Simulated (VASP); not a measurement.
# Te (P3_221) in VASP: notebook, part 2 of 2

VASP 6.6.1. Earlier steps stand in the parts before.

## Step 3: Single point, PBE+D3(BJ)

This run uses another cell than the first one, of 32.12 Å³/atom.

The input, INCAR:

```
SYSTEM = Te
ALGO     = Normal         ! electronic algorithm
EDIFF    = 1E-6           ! SCF threshold, eV
ENCUT    = 520            ! plane-wave cutoff, eV
GGA      = PE             ! functional
ISIF     = 2              ! what is computed and relaxed
ISMEAR   = 0              ! smearing method
ISYM     = 0            
IVDW     = 12             ! dispersion correction
LASPH    = .True.         ! aspherical terms in the spheres
LCHARG   = .False.        ! write CHGCAR
LREAL    = .False.        ! projectors in reciprocal space
LWAVE    = .False.        ! write WAVECAR
NBANDS   = 16             ! bands
NELM     = 80             ! most SCF steps
PREC     = Accurate       ! precision mode
SIGMA    = 0.1            ! smearing width, eV
```

The input, KPOINTS:

```
k-points
0
Gamma
  8 6 9
  0 0 0
```

The input, POSCAR:

```
Te
1.0
    4.3181152205      0.0000000000      0.0000000000
    0.0000000000      5.9667206029      0.0000000000
    2.1590576102      0.0000000000      3.7395974774
Te
3
Direct
    0.0000000000      0.8333333333      0.2846813417
    0.7153186583      0.1666666667      0.0000000000
    0.2846813417      0.5000000000      0.7153186583
```

Potentials or basis: VASP PAW PBE potentials, release 64 (Te).

Launch:

```bash
$ cat potpaw_PBE.64/Te/POTCAR > POTCAR
$ mpirun -np 1 vasp_std > vasp.out
```

OUTCAR:

```text
SYSTEM = Te
   EDIFF = 1E-6
   ENCUT = 520
   GGA = PE
   ISIF = 2
   ISMEAR = 0
   ISYM = 0
   IVDW = 12
   LASPH = .True.
   LREAL = .False.
   NELM = 80
   PREC = Accurate
 IVDW          = 12

 ion  position               nearest neighbor table
   1  0.000  0.833  0.285-   3 2.91   2 2.91   3 3.35   3 3.35   2 3.35   2 3.35
   2  0.715  0.167  0.000-   3 2.91   1 2.91   3 3.35   3 3.35   1 3.35   1 3.35
   3  0.285  0.500  0.715-   1 2.91   2 2.91   1 3.35   2 3.35   2 3.35   1 3.35

IMPORTANT INFORMATION: All symmetrisations will be switched off!
NOSYMM: (Re-)initialisation of all symmetry stuff for point group C_1.

----------------------------------------------------------------------------------------

                                     Primitive cell

  volume of cell :      96.3507

  direct lattice vectors                    reciprocal lattice vectors
     4.318115221  0.000000000  0.000000000     0.231582519  0.000000000 -0.133704230
     0.000000000  5.966720603  0.000000000     0.000000000  0.167596250  0.000000000
     2.159057610  0.000000000  3.739597477     0.000000000  0.000000000  0.267408459

  length of vectors
     4.318115221  5.966720603  4.318115220     0.267408459  0.167596250  0.267408459

  position of ions in fractional coordinates (direct lattice)
     0.000000000  0.833333333  0.284681342
     0.715318658  0.166666667  0.000000000
     0.284681342  0.500000000  0.715318658

  ion indices of the primitive-cell ions
   primitive index   ion index
                 1           1
                 2           2
                 3           3

----------------------------------------------------------------------------------------

 KPOINTS: k-points

Automatic generation of k-mesh.
 Grid dimensions read from file:
 generate k-points for:    8    6    9

 Generating k-lattice:

  Cartesian coordinates                     Fractional coordinates (reciprocal lattice)
     0.028947815  0.000000000 -0.016713029     0.125000000  0.000000000  0.000000000
     0.000000000  0.027932708  0.000000000     0.000000000  0.166666667  0.000000000
     0.000000000  0.000000000  0.029712051     0.000000000  0.000000000  0.111111111

  Length of vectors
     0.033426057  0.027932708  0.029712051

  Shift w.r.t. Gamma in fractional coordinates (k-lattice)
     0.000000000  0.000000000  0.000000000

 -----------------------------------------------------------------------------
|                                                                             |
|           W    W    AA    RRRRR   N    N  II  N    N   GGGG   !!!           |
|           W    W   A  A   R    R  NN   N  II  NN   N  G    G  !!!           |
|           W    W  A    A  R    R  N N  N  II  N N  N  G       !!!           |
|           W WW W  AAAAAA  RRRRR   N  N N  II  N  N N  G  GGG   !            |
|           WW  WW  A    A  R   R   N   NN  II  N   NN  G    G                |
|           W    W  A    A  R    R  N    N  II  N    N   GGGG   !!!           |
|                                                                             |
|     Your reciprocal lattice and k-lattice belong to different lattice       |
|     classes:                                                                |
|                                                                             |
|        The reciprocal lattice is hexagonal,                                 |
[... 17 lines left out ...]
  0.125000  0.000000  0.000000      2.000000
  0.250000  0.000000  0.000000      2.000000
  0.375000  0.000000  0.000000      2.000000
  0.500000  0.000000  0.000000      1.000000
  0.000000  0.166667  0.000000      2.000000
[... 16 lines left out ...]
  0.125000  0.500000  0.000000      2.000000
  0.250000  0.500000  0.000000      2.000000
 [... further k-points ...]
   k-points           NKPTS =    218   k-points in BZ     NKDIM =    218   number of bands    NBANDS=     16
   number of dos      NEDOS =    301   number of ions     NIONS =      3
   total plane-waves  NPLWV =  49152
   dimension x,y,z NGX =    32 NGY =   48 NGZ =   32
   dimension x,y,z NGXF=    64 NGYF=   96 NGZF=   64
   ions per type =               3
   NGX,Y,Z   is equivalent  to a cutoff of  12.32, 13.37, 12.32 a.u.
   NGXF,Y,Z  is equivalent  to a cutoff of  24.64, 26.75, 24.64 a.u.
 SYSTEM =  Te
   PREC   = accura    normal or accurate (medium, high low for compatibility)
   ISTART =      0    job   : 0-new  1-cont  2-samecut
   ICHARG =      2    charge: 1-file 2-atom 10-const
   ISPIN  =      1    spin polarized calculation?
   LNONCOLLINEAR =      F non collinear calculations
   LSORBIT =      F    spin-orbit coupling
   LASPH  =      T    aspherical Exc in radial PAW
   ENCUT  =  520.0 eV  38.22 Ry    6.18 a.u.   8.03 11.09  8.03*2*pi/ulx,y,z
   NELM   =     80;   NELMIN=  2; NELMDL= -5     # of ELM steps
   EDIFF  = 0.1E-05   stopping-criterion for ELM
   LREAL  =      F    real-space projection
   EDIFFG = 0.1E-04   stopping-criterion for IOM
   NSW    =      0    number of steps for IOM
   IBRION =     -1    ionic relax: 0-MD 1-quasi-New 2-CG
   NFREE  =      0    steps in history (QN), initial steepest desc. (CG)
   ISIF   =      2    stress and relaxation
   ISYM   =      0    0-nonsym 1-usesym 2-fastsym
   POTIM  = 0.5000    time-step for ionic-motion
   TEBEG  =    0.0;   TEEND  =   0.0 temperature during run
   PSTRESS=    0.0 pullay stress
   NELECT =      18.0000    total number of electrons
   NUPDOWN=      -1.0000    fix difference up-down
   EMIN   =  10.00;   EMAX   =-10.00  energy-range for DOS
   EFERMI =   0.00;   METHOD = LEGACY
   ISMEAR =     0;   SIGMA  =   0.10  broadening in eV -4-tet -1-fermi 0-gaus
   EFERMI_NEDOS =   21; number of points for ismear=-14 and -15
   IALGO  =     38    algorithm
   IMIX   =      4    mixing-type and parameters
     AMIX     =   0.40;   BMIX     =  1.00
     AMIX_MAG =   1.60;   BMIX_MAG =  1.00
  volume/ion in A,a.u.               =      32.12       216.74
  Fermi-wavevector in a.u.,A,eV,Ry     =   0.935867  1.768532 11.916619  0.875847
  Thomas-Fermi vector in A             =   2.062818
   LORBIT       =      0    0 simple, 1 ext, 2 COOP (PROOUT), +10 PAW based schemes
   GGA     = PE    functional components
   LHFCALC =     F    Hartree Fock is set to
   AEXX    =    0.0000 exact exchange contribution
   IVDW    =    12    specifies the selected vdW correction
   LEPSILON=     F    determine dielectric tensor
   LRPA    =     F    only Hartree local field effects (RPA)
 non-spin polarized calculation
 Gauss-broadening in eV      SIGMA  =   0.10
  energy-cutoff  :      520.00
  volume of cell :       96.35
 maximum number of plane-waves:      2614
   NGX = 17   NGY = 23   NGZ = 17

 number of electron      17.9999998 magnetization

 Free energy of the ion-electron system (eV)
  ---------------------------------------------------
  ext. energy  EPLUGINS =         0.00000000
  ---------------------------------------------------
  free energy    TOTEN  =        -9.37748500 eV

  energy without entropy =       -9.37741454  energy(sigma->0) =       -9.37744977

 E-fermi :   6.7689     XC(G=0):  -9.3438

 val. band max:        6.6246327240   @ k =  -0.3750   0.5000   0.3333
 cond. band min:       6.9271004262   @ k =   0.0000   0.5000   0.0000
 fundamental gap:      0.3024677023
 Fermi energy:         6.7688619663

 k-point     1 :       0.0000    0.0000    0.0000
  band No.  band energies     occupation
      1      -7.2086      2.00000
      2      -3.8369      2.00000
      3      -3.8367      2.00000
      4       3.7416      2.00000
      5       4.0893      2.00000
      6       4.0894      2.00000
[... 433 lines left out ...]
      3      -2.4630      2.00000
      4       2.0811      2.00000
      5       2.9692      2.00000
      6       3.5917      2.00000
[... 8 lines left out ...]
     15      12.9501      0.00000
     16      13.2313      0.00000

 [... further k-points ...]

------------------------ aborting loop because EDIFF is reached ----------------------------------------

 Edisp (eV)   -1.36914

 E8    (eV) :    -0.6289

  FORCE on cell =-STRESS in cart. coord.  units (eV):
  Direction    XX          YY          ZZ          XY          YZ          ZX
  --------------------------------------------------------------------------------------
  -------------------------------------------------------------------------------------
  Total      -0.02673     0.01603    -0.01825     0.00261     0.00895    -0.00313
  in kB      -0.44442     0.26655    -0.30346     0.04332     0.14889    -0.05198
  external pressure =       -0.16 kB  Pullay stress =        0.00 kB

 VOLUME and BASIS-vectors are now :
 -----------------------------------------------------------------------------
  energy-cutoff  :      520.00
  volume of cell :       96.35
      direct lattice vectors                 reciprocal lattice vectors
     4.318115221  0.000000000  0.000000000     0.231582519  0.000000000 -0.133704230
     0.000000000  5.966720603  0.000000000     0.000000000  0.167596250  0.000000000
     2.159057610  0.000000000  3.739597477     0.000000000  0.000000000  0.267408459

 POSITION                                       TOTAL-FORCE (eV/Angst)
 -----------------------------------------------------------------------------------
      0.61464      4.97227      1.06459         0.004078      0.001738      0.011287
      3.08883      0.99445      0.00000        -0.012823     -0.000925      0.002823
      2.77370      2.98336      2.67500         0.008745     -0.000813     -0.014110
 -----------------------------------------------------------------------------------
    total drift:                               -0.000000      0.000000      0.000000

  FREE ENERGIE OF THE ION-ELECTRON SYSTEM (eV)
  ---------------------------------------------------
  free  energy   TOTEN  =       -10.7466284624 eV

  energy  without entropy=      -10.7465579958  energy(sigma->0) =      -10.74659323
```

It took 2 min on 1 thread of Intel Xeon Platinum 8488C (Sapphire Rapids), shared host; peak memory 0.41 GiB.

What came out:

* Free energy: -10.7466 eV
* Pressure: 0.0 GPa
* Largest force: 0.017 eV/Å
* Band gap on the k mesh: 0.30 eV (least direct gap 0.36 eV)
* Dispersion energy per atom: -0.456 eV

Forces on the atoms (eV/Å):
```
Te   0.004  0.002  0.011
Te  -0.013 -0.001  0.003
Te   0.009 -0.001 -0.014
```

Levels at points of the mesh, in eV from the valence-band top:
```csv
k point,band 7,band 8,band 9,band 10,band 11,band 12
"(0.00, 0.00, 0.00)",-1.72,-1.72,-1.09,1.04,1.04,1.74
"(0.50, 0.00, 0.00)",-3.82,-0.78,-0.67,0.62,0.64,2.55
"(0.00, 0.50, 0.00)",-1.22,-0.80,-0.80,0.30,0.39,0.39
"(0.50, 0.50, 0.00)",-2.71,-2.45,-0.27,0.42,2.07,2.71
```

Caveat: spin-orbit coupling is left out, which moves the levels of the heavy elements. A k mesh can miss the band edges.
